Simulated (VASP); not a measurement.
# AlN in VASP: further runs, part 2 of 2

VASP 6.6.1. Earlier steps stand in the parts before.

### 3 Electric field gradients, LDA

Input file INCAR:

```
PREC     = Accurate       # precision mode
ENCUT    = 520            # plane-wave cutoff, eV
EDIFF    = 1E-8           # SCF threshold, eV
ISMEAR   = -1             # smearing method
SIGMA    = 0.01           # smearing width, eV
LREAL    = F              # projectors in reciprocal space
LASPH    = T              # aspherical terms in the spheres
NELM     = 60             # most SCF steps
ALGO     = Normal         # electronic algorithm
ISIF     = 2              # what is computed and relaxed
LWAVE    = F              # write WAVECAR
LCHARG   = F              # write CHGCAR
GGA      = CA             # functional
LEFG     = T            
NBANDS   = 11             # bands
```

Input file KPOINTS:

```
regular mesh
0
Gamma
  12 12 12
```

Input file POSCAR:

```
AlN
1.0
    0.0000000000      1.9780000000      1.9780000000
    1.9780000000      0.0000000000      1.9780000000
    1.9780000000      1.9780000000      0.0000000000
Al N
1 1
Direct
    0.0000000000      0.0000000000      0.0000000000
    0.5000000000      0.5000000000      0.5000000000
```

Potentials or basis: VASP PAW LDA potentials, release 64 (Al, N).

Run with:

```console
$ cat potpaw_LDA.64/Al/POTCAR potpaw_LDA.64/N/POTCAR > POTCAR
$ mpirun -np 1 vasp_std > vasp.out
```

OUTCAR:

```text
PREC = Accurate
   ENCUT = 520
   EDIFF = 1E-8
   ISMEAR = -1
   LREAL = F
   LASPH = T
   NELM = 60
   ISIF = 2
   GGA = CA

 ion  position               nearest neighbor table
   1  0.000  0.000  0.000-   2 1.98   2 1.98   2 1.98   2 1.98   2 1.98   2 1.98
   2  0.500  0.500  0.500-   1 1.98   1 1.98   1 1.98   1 1.98   1 1.98   1 1.98

  LATTYP: Found a face centered cubic cell.
 ALAT       =     3.9560000000

  Lattice vectors:

 A1 = (   0.0000000000,   1.9780000000,   1.9780000000)
 A2 = (   1.9780000000,   0.0000000000,   1.9780000000)
 A3 = (   1.9780000000,   1.9780000000,   0.0000000000)

Analysis of symmetry for initial positions (statically):
=====================================================================
 Subroutine PRICEL returns:
 Original cell was already a primitive cell.

 Routine SETGRP: Setting up the symmetry group for a
 face centered cubic supercell.

 Subroutine GETGRP returns: Found 48 space group operations
[... 523 lines left out ...]
  volume of cell :       15.48
      direct lattice vectors                 reciprocal lattice vectors
     0.000000000  1.978000000  1.978000000    -0.252780586  0.252780586  0.252780586
     1.978000000  0.000000000  1.978000000     0.252780586 -0.252780586  0.252780586
     1.978000000  1.978000000  0.000000000     0.252780586  0.252780586 -0.252780586

 POSITION                                       TOTAL-FORCE (eV/Angst)
 -----------------------------------------------------------------------------------
      0.00000      0.00000      0.00000        -0.000000     -0.000000      0.000000
      1.97800      1.97800      1.97800         0.000000      0.000000      0.000000
 -----------------------------------------------------------------------------------
    total drift:                               -0.000000     -0.000000      0.000000

  FREE ENERGIE OF THE ION-ELECTRON SYSTEM (eV)
  ---------------------------------------------------
  free  energy   TOTEN  =       -16.2026676148 eV

  energy  without entropy=      -16.2026676148  energy(sigma->0) =      -16.20266761

 Electric field gradients (V/A^2)
---------------------------------------------------------------------
 ion       V_xx      V_yy      V_zz      V_xy      V_xz      V_yz
---------------------------------------------------------------------
   1      -0.000    -0.000     0.000     0.000     0.000     0.000
   2      -0.000    -0.000     0.000     0.000     0.000     0.000
---------------------------------------------------------------------

 Electric field gradients after diagonalization (V/A^2)
 (convention: |V_zz| > |V_xx| > |V_yy|)
----------------------------------------------------------------------
 ion       V_xx      V_yy      V_zz     asymmetry (V_yy - V_xx)/ V_zz
----------------------------------------------------------------------
   1      -0.000    -0.000     0.000       0.000
   2      -0.000    -0.000     0.000       0.000
----------------------------------------------------------------------

           NMR quadrupolar parameters

 Cq : quadrupolar parameter    Cq=e*Q*V_zz/h
 eta: asymmetry parameters     (V_yy - V_xx)/ V_zz
 Q  : nuclear electric quadrupole moment in mb (millibarn)
----------------------------------------------------------------------
 ion       Cq(MHz)       eta       Q (mb)
----------------------------------------------------------------------
   1       0.000       0.000       1.000
   2       0.000       0.000       1.000
----------------------------------------------------------------------
```

stdout:

```text
POSCAR found type information on POSCAR AlN
 POSCAR found :  2 types and       2 ions
 scaLAPACK will be used
 LDA part: xc-table for (Slater(with rela. corr.)+CA(PZ))
 , standard interpolation
 POSCAR, INCAR and KPOINTS ok, starting setup
 FFT: planning ... GRIDC
 FFT: planning ... GRID_SOFT
 FFT: planning ... GRID
 WAVECAR not read
 entering main loop
ion   1

ion   2
```

It took 15 s on 1 thread of Intel Xeon 6975P-C, shared host; peak memory 0.13 GiB.

Results:

| Quantity | Value |
| --- | --- |
| Free energy | -16.2027 eV |
| Pressure | 13.2 GPa |
| Band gap on the k mesh | 5.07 eV, indirect (least direct gap 6.75 eV) |

Levels at points of the mesh, in eV from the valence-band top:
```
           k point  band 2  band 3  band 4  band 5  band 6  band 7
(0.00, 0.00, 0.00)    0.00    0.00    0.00    6.75   12.22   12.22
(0.50, 0.00, 0.00)   -8.78   -1.21   -1.21    6.55   11.34   11.34
(0.50, 0.50, 0.00)   -7.87   -2.99   -2.99    5.07    5.11   14.70
```

Caveat: without QUAD_EFG the Cq values of the log hold for a quadrupole moment of 1 mb, not for the nuclei. A k mesh can miss the band edges.

### 4 Electric field gradients, LDA (zz strain of +1 %)

Input file INCAR:

```
SYSTEM = AlN
  PREC = Accurate
  ENCUT = 520
  EDIFF = 1E-8
  ISMEAR = -1
  SIGMA = 0.01
  LREAL = .False.
  LASPH = .True.
  NELM = 80
  ALGO = Normal
  ISIF = 2
  LWAVE = .False.
  LCHARG = .False.
  GGA = CA
  LEFG = .True.
  NBANDS = 11
```

Input file KPOINTS:

```
regular mesh
0
Gamma
  12 12 12
  0 0 0
```

Input file POSCAR:

```
AlN
1.0
    0.0000000000      1.9780000000      1.9977800000
    1.9780000000      0.0000000000      1.9977800000
    1.9780000000      1.9780000000      0.0000000000
Al N
1 1
Direct
    0.0000000000      0.0000000000      0.0000000000
    0.5000000000      0.5000000000      0.5000000000
```

Potentials or basis: VASP PAW LDA potentials, release 64 (Al, N).

Run with:

```console
$ cat potpaw_LDA.64/Al/POTCAR potpaw_LDA.64/N/POTCAR > POTCAR
$ mpirun -np 1 vasp_std > vasp.out
```

OUTCAR:

```text
SYSTEM = AlN
   PREC = Accurate
   ENCUT = 520
   EDIFF = 1E-8
   ISMEAR = -1
   LREAL = .False.
   LASPH = .True.
   NELM = 80
   ISIF = 2
   GGA = CA

 ion  position               nearest neighbor table
   1  0.000  0.000  0.000-   2 1.98   2 1.98   2 1.98   2 1.98   2 2.00   2 2.00
   2  0.500  0.500  0.500-   1 1.98   1 1.98   1 1.98   1 1.98   1 2.00   1 2.00

  LATTYP: Found a body centered tetragonal cell.
 ALAT       =     2.7973144264
 C/A-ratio  =     1.4283556980

  Lattice vectors:

 A1 = (  -1.9780000000,   0.0000000000,   1.9977800000)
 A2 = (   1.9780000000,   0.0000000000,   1.9977800000)
 A3 = (   0.0000000000,   1.9780000000,  -1.9977800000)

Analysis of symmetry for initial positions (statically):
=====================================================================
 Subroutine PRICEL returns:
 Original cell was already a primitive cell.

 Routine SETGRP: Setting up the symmetry group for a
[... 527 lines left out ...]
      direct lattice vectors                 reciprocal lattice vectors
     0.000000000  1.978000000  1.997780000    -0.252780586  0.252780586  0.250277808
     1.978000000  0.000000000  1.997780000     0.252780586 -0.252780586  0.250277808
     1.978000000  1.978000000  0.000000000     0.252780586  0.252780586 -0.250277808

 POSITION                                       TOTAL-FORCE (eV/Angst)
 -----------------------------------------------------------------------------------
      0.00000      0.00000      0.00000         0.000000     -0.000000      0.000000
      1.97800      1.97800      1.99778        -0.000000      0.000000      0.000000
 -----------------------------------------------------------------------------------
    total drift:                               -0.000000     -0.000000      0.000000

  FREE ENERGIE OF THE ION-ELECTRON SYSTEM (eV)
  ---------------------------------------------------
  free  energy   TOTEN  =       -16.2128011263 eV

  energy  without entropy=      -16.2128011263  energy(sigma->0) =      -16.21280113

 Electric field gradients (V/A^2)
---------------------------------------------------------------------
 ion       V_xx      V_yy      V_zz      V_xy      V_xz      V_yz
---------------------------------------------------------------------
   1      -2.046    -2.046     4.091     0.000     0.000     0.000
   2      -0.690    -0.690     1.380     0.000     0.000     0.000
---------------------------------------------------------------------

 Electric field gradients after diagonalization (V/A^2)
 (convention: |V_zz| > |V_xx| > |V_yy|)
----------------------------------------------------------------------
 ion       V_xx      V_yy      V_zz     asymmetry (V_yy - V_xx)/ V_zz
----------------------------------------------------------------------
   1      -2.046    -2.046     4.091       0.000
   2      -0.690    -0.690     1.380       0.000
----------------------------------------------------------------------

           NMR quadrupolar parameters

 Cq : quadrupolar parameter    Cq=e*Q*V_zz/h
 eta: asymmetry parameters     (V_yy - V_xx)/ V_zz
 Q  : nuclear electric quadrupole moment in mb (millibarn)
----------------------------------------------------------------------
 ion       Cq(MHz)       eta       Q (mb)
----------------------------------------------------------------------
   1       0.010       0.000       1.000
   2       0.003       0.000       1.000
----------------------------------------------------------------------
```

stdout:

```text
POSCAR found type information on POSCAR AlN
 POSCAR found :  2 types and       2 ions
 scaLAPACK will be used
 LDA part: xc-table for (Slater(with rela. corr.)+CA(PZ))
 , standard interpolation
 POSCAR, INCAR and KPOINTS ok, starting setup
 FFT: planning ... GRIDC
 FFT: planning ... GRID_SOFT
 FFT: planning ... GRID
 WAVECAR not read
 entering main loop
ion   1

ion   2
```

Run time: 18 s. Hardware: 1 thread of Intel Xeon Platinum 8259CL at 2.50GHz (Skylake/Cascade Lake), shared host; peak memory 0.14 GiB.

Results:

- Free energy: -16.2128 eV
- Pressure: 10.1 GPa
- Band gap on the k mesh: 4.93 eV, indirect (least direct gap 6.55 eV)

Stress tensor (GPa, compression positive):
```
11.32  0.00  0.00
 0.00 11.32  0.00
 0.00  0.00  7.60
```

Levels at points of the mesh, in eV from the valence-band top:
| k point | band 1 | band 2 | band 3 | band 4 | band 5 | band 6 | band 7 | band 8 | band 9 |
| --- | --- | --- | --- | --- | --- | --- | --- | --- | --- |
| (0.00, 0.00, 0.00) | -17.97 | -0.07 | -0.07 | 0.00 | 6.55 | 12.06 | 12.19 | 12.19 | 17.53 |
| (0.50, 0.00, 0.00) | -14.40 | -8.76 | -1.26 | -1.21 | 6.43 | 11.10 | 11.33 | 13.91 | 16.45 |
| (0.50, 0.50, 0.00) | -13.37 | -7.88 | -2.95 | -2.95 | 5.03 | 5.11 | 14.44 | 17.90 | 17.90 |
| (0.50, 0.00, 0.50) | -13.28 | -7.82 | -3.10 | -2.97 | 4.93 | 5.01 | 14.57 | 17.62 | 17.96 |

Electric field gradients, principal values (V/Å²):
```csv
atom,least,middle,greatest (by size)
1 Al,-2.046,-2.046,4.091
2 N,-0.690,-0.690,1.380
```

Caveat: the cell differs from its parent crystal (zz strain of +1 %); without QUAD_EFG the Cq values of the log hold for a quadrupole moment of 1 mb, not for the nuclei.
